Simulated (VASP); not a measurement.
A run of VASP 6.6.1 is set up as follows.

The input INCAR:

```
SYSTEM = Al
ALGO = Normal
EDIFF = 1E-6
ENCUT = 520
GGA = PS
ISIF = 2
ISMEAR = 0
LASPH = .True.
LCHARG = .False.
LREAL = .False.
LWAVE = .False.
NBANDS = 10
NELM = 60
PREC = Accurate
SIGMA = 0.15
```

The input KPOINTS:

```
k-points
0
Gamma
  18 18 10
  0 0 0
```

File POSCAR:

```
Al
1.0
    2.9530781191      0.0000000000      0.0000000000
   -1.4765390595      2.5574406705      0.0000000000
    0.0000000000      0.0000000000      4.8668500000
Al
2
Direct
    0.6666666667      0.3333333333      0.7500000000
    0.3333333333      0.6666666667      0.2500000000
```

Potentials or basis: VASP PAW PBE potentials, release 64 (Al).

Command:

```sh
$ cat potpaw_PBE.64/Al/POTCAR > POTCAR
$ mpirun -np 1 vasp_std > vasp.out
```

(1) Estimate the band gap on the k mesh.

(2) Predict the pressure.

Results:

(1) zero (bands 3 and 4 overlap by 6.94 eV).

(2) -7.1 GPa.

Caveat: the cell differs from its parent crystal (strain +0.0500 x Voigt [1, 1, 0, 0, 0, 0]); the cell stands under tension; the PAW data sets were made with another functional, which shifts forces and pressure a little.
